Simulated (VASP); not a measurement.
## MgO (Periclase): single point with PBEsol

MgO (Periclase):

```xyz
2
Lattice="0.0000 2.0786 2.0786 2.0786 0.0000 2.0786 2.0786 2.0786 0.0000" Properties=species:S:1:pos:R:3 pbc="T T T"
Mg    0.0000    0.0000    0.0000
O     2.0786    2.0786    2.0786
```

This cell differs from its parent crystal: volume scaled by 0.960.

```
Program             : VASP 6.6.1
Task                : single point
Functional          : PBEsol
Potentials or basis : VASP PAW PBE potentials, release 64 (Mg, O)
Cutoff              : 520 eV
k mesh              : 10 × 10 × 10
Occupations         : gaussian, width 0.05 eV
Spin                : no spin polarisation
```

| Property | Result |
| --- | --- |
| Pressure | 6.6 GPa |
| Band gap on the k mesh | 5.02 eV, direct |

Levels at points of the mesh, in eV from the valence-band top:
| k point | band 2 | band 3 | band 4 | band 5 | band 6 | band 7 |
| --- | --- | --- | --- | --- | --- | --- |
| (0.00, 0.00, 0.00) | 0.00 | 0.00 | 0.00 | 5.02 | 15.85 | 15.85 |
| (0.50, 0.00, 0.00) | -4.86 | -0.71 | -0.71 | 7.99 | 12.95 | 16.58 |
| (0.50, 0.50, 0.00) | -4.31 | -1.42 | -1.42 | 8.96 | 10.31 | 13.39 |

Run time: 16 s on 1 thread of AMD EPYC 7R43 64-Core Processor (Zen 3) (shared host), peak memory 0.11 GiB.

Caveat: the PAW data sets were made with another functional, which shifts forces and pressure a little.
